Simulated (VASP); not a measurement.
Here is a VASP 6.6.1 calculation.

INCAR

```
SYSTEM = Ir2Ru
ALGO     = Normal         ! electronic algorithm
EDIFF    = 1E-6           ! SCF threshold, eV
EDIFFG   = -0.04          ! ionic threshold
ENCUT    = 600            ! plane-wave cutoff, eV
GGA      = PE             ! functional
IBRION   = 2              ! ionic algorithm
ISIF     = 3              ! what is computed and relaxed
ISMEAR   = 0              ! smearing method
LASPH    = .TRUE.         ! aspherical terms in the spheres
LCHARG   = .FALSE.        ! write CHGCAR
LREAL    = .FALSE.        ! projectors in reciprocal space
LWAVE    = .FALSE.        ! write WAVECAR
NELM     = 100            ! most SCF steps
NSW      = 90             ! ionic steps
PREC     = Accurate       ! precision mode
SIGMA    = 0.1            ! smearing width, eV
```

Contents of KPOINTS:

```
k-points
0
G
  6 6 2
  0 0 0
```

POSCAR

```
Ir2Ru
1.0
    2.7349649100      0.0000000000      0.0000000000
   -1.3674824600      2.3685490900      0.0000000000
    0.0000000000      0.0000000000     12.9062052800
Ru Ir
2 4
Direct
    0.3333333300      0.6666666700      0.2500000000
    0.6666666700      0.3333333300      0.7500000000
    0.3333333300      0.6666666700      0.9166666700
    0.3333333300      0.6666666700      0.5833333300
    0.6666666700      0.3333333300      0.0833333300
    0.6666666700      0.3333333300      0.4166666700
```

Potentials or basis: VASP PAW PBE potentials, release 64 (Ru_pv, Ir).

The run is started by

```sh
$ cat potpaw_PBE.64/Ru_pv/POTCAR potpaw_PBE.64/Ir/POTCAR > POTCAR
$ mpirun -np 1 vasp_std > vasp.out
```

Problem. What does it give for the relaxed volume?

Solution. 14.35 Å³/atom.

Problem. What does it give for the relaxed cell?

Solution. a = 2.767 Å, b = 2.767 Å, c = 12.985 Å, α = 90.00°, β = 90.00°, γ = 120.00°.

Final structure:
```
Ru Ir
1.0
     2.76742    0.00000    0.00000
    -1.38371    2.39665    0.00000
     0.00000    0.00000   12.98453
Ru Ir
2 4
Direct
  0.33333 0.66667 0.25000
  0.66667 0.33333 0.75000
  0.33333 0.66667 0.91409
  0.33333 0.66667 0.58591
  0.66667 0.33333 0.08591
  0.66667 0.33333 0.41409
```

Caveat: the k points lie up to 0.44 Å⁻¹ apart in the final cell; the highest band is partly filled, so the run has too few bands.
